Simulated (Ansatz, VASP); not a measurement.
# One calculation of Li2S, two programs

The input POSCAR:

```
Li2S
1.0
    0.0000000000      2.8734672933      2.8734672933
    2.8734672933      0.0000000000      2.8734672933
    2.8734672933      2.8734672933      0.0000000000
S Li
1 2
Direct
    0.0000000000      0.0000000000      0.0000000000
    0.2500000000      0.2500000000      0.2500000000
    0.7500000000      0.7500000000      0.7500000000
```

File INCAR.step1:

```
SYSTEM = Li2S
PREC = Accurate
ENCUT = 830
ISMEAR = 0
SIGMA = 0.01
LREAL = .False.
LASPH = .True.
NELM = 120
NBANDS = 13
GGA = PE
ALGO = Normal
EDIFF = 1E-5
LWAVE = .True.
LCHARG = .False.
GGA_COMPAT = .False.
```

File INCAR.step2:

```
SYSTEM = Li2S
PREC = Accurate
ENCUT = 830
EDIFF = 1E-6
ISMEAR = 0
SIGMA = 0.01
LREAL = .False.
LASPH = .True.
NELM = 120
ALGO = Normal
ISIF = 2
LWAVE = .False.
LCHARG = .False.
METAGGA = R2SCAN
LMIXTAU = .True.
NBANDS = 13
ISTART = 1
GGA_COMPAT = .False.
```

File KPOINTS:

```
regular mesh
0
Gamma
  6 6 6
  0 0 0
```

Input for Ansatz:

```yaml
crystal:
  lattice:
    - [0.0, 2.8734672933, 2.8734672933]
    - [2.8734672933, 0.0, 2.8734672933]
    - [2.8734672933, 2.8734672933, 0.0]
  atoms:
    - { symbol: S, position: [0.0, 0.0, 0.0] }
    - { symbol: Li, position: [0.25, 0.25, 0.25] }
    - { symbol: Li, position: [0.75, 0.75, 0.75] }
kpoints:
  mp_grid: { grid: [6, 6, 6] }
hamiltonian:
  xc: r2scan
scf:
  occupations: { method: fixed }
  n_extra_bands: 4
output:
  forces: true
  stress: true
  eigenvalues: true
```

Alike in both runs: task single point; functional r2SCAN; k mesh 6 × 6 × 6; no spin polarisation.

```csv
,VASP,Ansatz
version,VASP 6.6.1,Ansatz 0.2.0
potentials or method,"VASP PAW PBE potentials, release 64 (S, Li_sv)","plane waves, PAW"
plane-wave cutoff (eV),830,500
occupations,"gaussian, width 0.01 eV",fixed
valence electrons in the cell,12,12
```

```tsv
	VASP	Ansatz	Ansatz less VASP
gap on the k mesh at the Fermi level (eV)	3.87	3.89	+0.018
pressure (GPa)	-1.4	-1.2	+0.22
```

VASP's potentials were made for PBE, not for r2SCAN.
